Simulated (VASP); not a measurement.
Here is a VASP 6.6.1 calculation.

The input INCAR:

```
SYSTEM = HfW
PREC     = Accurate       ! precision mode
ENCUT    = 520            ! plane-wave cutoff, eV
EDIFF    = 1E-6           ! SCF threshold, eV
ISMEAR   = 0              ! smearing method
SIGMA    = 0.1            ! smearing width, eV
LREAL    = .FALSE.        ! projectors in reciprocal space
LASPH    = .TRUE.         ! aspherical terms in the spheres
NELM     = 60             ! most SCF steps
ALGO     = Normal         ! electronic algorithm
ISIF     = 2              ! what is computed and relaxed
LWAVE    = .FALSE.        ! write WAVECAR
LCHARG   = .FALSE.        ! write CHGCAR
GGA      = PE             ! functional
NBANDS   = 32             ! bands
```

Contents of KPOINTS:

```
regular mesh
0
G
  6 6 4
  0 0 0
```

File POSCAR:

```
HfW
1.0
    3.8857387682      0.0000000000      0.0000000000
    0.0000000000      3.8857387682      0.0000000000
    0.0000000000      0.0000000000      4.9099688240
Hf W
2 2
Direct
    0.0000000000      0.5000000000      0.2351000000
    0.5000000000      0.0000000000      0.7649000000
    0.0000000000      0.0000000000      0.0000000000
    0.5000000000      0.5000000000      0.0000000000
```

Potentials or basis: VASP PAW PBE potentials, release 64 (Hf_pv, W_sv).

Launch:

```bash
$ cat potpaw_PBE.64/Hf_pv/POTCAR potpaw_PBE.64/W_sv/POTCAR > POTCAR
$ mpirun -np 1 vasp_std > vasp.out
```

Question: What does it give for the largest force?

Answer: 15.472 eV/Å.

Question: Predict the pressure.

Answer: 90.5 GPa.

Stress tensor (GPa, compression positive):
```
101.66   0.00   0.00
  0.00 101.66   0.00
  0.00   0.00  68.31
```

Caveat: the stress differs along the axes, from 68 to 102 GPa; forces of over 1 eV/Å act on the atoms, so gaps and moduli don't describe the material at rest.
